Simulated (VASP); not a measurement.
Wanted: the native input for a VASP 6.6.1 run.

* Task: single point
* Functional: PBEsol
* Dispersion: D3(BJ)
* Potentials or basis: VASP PAW PBE potentials, release 64 (Ta_sv_GW, Si)
* Cutoff: 500 eV
* k mesh: 10 × 10 × 10
* Occupations: gaussian, width 0.1 eV
* Spin: no spin polarisation
* Dipole correction: no
* Second run: valence_matched
* Further INCAR settings: ALGO = Normal; EDIFF = 1e-06; NBANDS = 39

The structure of Ta2Si lies in POSCAR:

```
Ta2Si
1.0
   -3.0451501456      3.0451501456      2.4988039948
    3.0451501456     -3.0451501456      2.4988039948
    3.0451501456      3.0451501456     -2.4988039948
Ta Si
4 2
Direct
    0.6628166430      0.8371833570      0.5000000000
    0.8371833570      0.3371833570      0.1743667141
    0.3371833570      0.1628166430      0.5000000000
    0.1628166430      0.6628166430      0.8256332859
    0.2500000000      0.2500000000      0.0000000000
    0.7500000000      0.7500000000      0.0000000000
```

These files were run (other wordings do the same):

INCAR

```
ALGO     = Normal         # electronic algorithm
EDIFF    = 1E-6           # SCF threshold, eV
ENCUT    = 500            # plane-wave cutoff, eV
GGA      = PS             # functional
GGA_COMPAT= False        
ISIF     = 2              # what is computed and relaxed
ISMEAR   = 0              # smearing method
IVDW     = 12             # dispersion correction
LASPH    = True           # aspherical terms in the spheres
LCHARG   = False          # write CHGCAR
LREAL    = False          # projectors in reciprocal space
LWAVE    = False          # write WAVECAR
NBANDS   = 39             # bands
NELM     = 120            # most SCF steps
PREC     = Accurate       # precision mode
SIGMA    = 0.1            # smearing width, eV
```

KPOINTS

```
k-points
0
Gamma
  10 10 10
```

Potentials or basis: VASP PAW PBE potentials, release 64 (Ta_sv_GW, Si).

Command:

```console
$ cat potpaw_PBE.64/Ta_sv_GW/POTCAR potpaw_PBE.64/Si/POTCAR > POTCAR
$ mpirun -np 1 vasp_std > vasp.out
```

Results of the run:

* Pressure: -1.9 GPa
* Largest force: 0.014 eV/Å
* Band gap on the k mesh: zero (band 30 reaches 12.04 eV, above the bottom of band 31 at 11.25 eV)
* Dispersion energy per atom: -0.663 eV

Caveat: three body term missing; the PAW data sets were made with another functional, which shifts forces and pressure a little; spin-orbit coupling is left out, which moves the levels of the heavy elements; pairwise dispersion overbinds metals, which lowers pressure and volume.

It took 5.5 min on 1 thread of Intel(R) Xeon(R) Platinum 8488C (Sapphire Rapids) (shared host), peak memory 0.42 GiB.
